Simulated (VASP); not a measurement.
ZrTi3Se3, 7 atoms in the cell. It takes space group Pm-3m (No. 221, cubic). The conventional cell has a = 5.272 Å, b = 5.272 Å, c = 5.272 Å, α = 90.00°, β = 90.00°, γ = 90.00°. Within 3.5 Å of Zr (site symmetry m-3m) lie 6 Ti at 2.64 Å. Ti (site symmetry 4/mmm) has 2 Zr at 2.64 Å and 4 Se at 2.64 Å within 3.5 Å. Se (site symmetry 4/mmm) has 4 Ti at 2.64 Å within 3.5 Å. The cell was built from a structure type or drawn by symmetry, and may not be a known phase.

- Program: VASP 6.6.1
- Task: single point
- Functional: PBE
- Potentials or basis: VASP PAW PBE potentials, release 64 (Zr_sv, Ti_sv, Se)
- Cutoff: 520 eV
- k mesh: 4 × 4 × 4
- Occupations: gaussian, width 0.1 eV
- Spin: collinear spin
- Starting moments: [0.0, 1.0, 1.0, 1.0, 0.0, 0.0, 0.0] μB
- Dipole correction: no
- Further INCAR settings: ALGO = Normal; EDIFF = 1e-07; NBANDS = 46

Potentials or basis: VASP PAW PBE potentials, release 64 (Zr_sv, Ti_sv, Se).

Launch:

```bash
$ cat potpaw_PBE.64/Zr_sv/POTCAR potpaw_PBE.64/Ti_sv/POTCAR potpaw_PBE.64/Se/POTCAR > POTCAR
$ mpirun -np 1 vasp_std > vasp.out
```

Hardware: 1 thread of AMD EPYC 7R43 64-Core Processor (Zen 3), on a shared host.

Problem. Estimate the wall time of this run.

Solution. It took 5.2 min on 1 thread of AMD EPYC 7R43 64-Core Processor (Zen 3) (shared host), peak memory 0.31 GiB. Counts: scf iterations 21, k points 10.
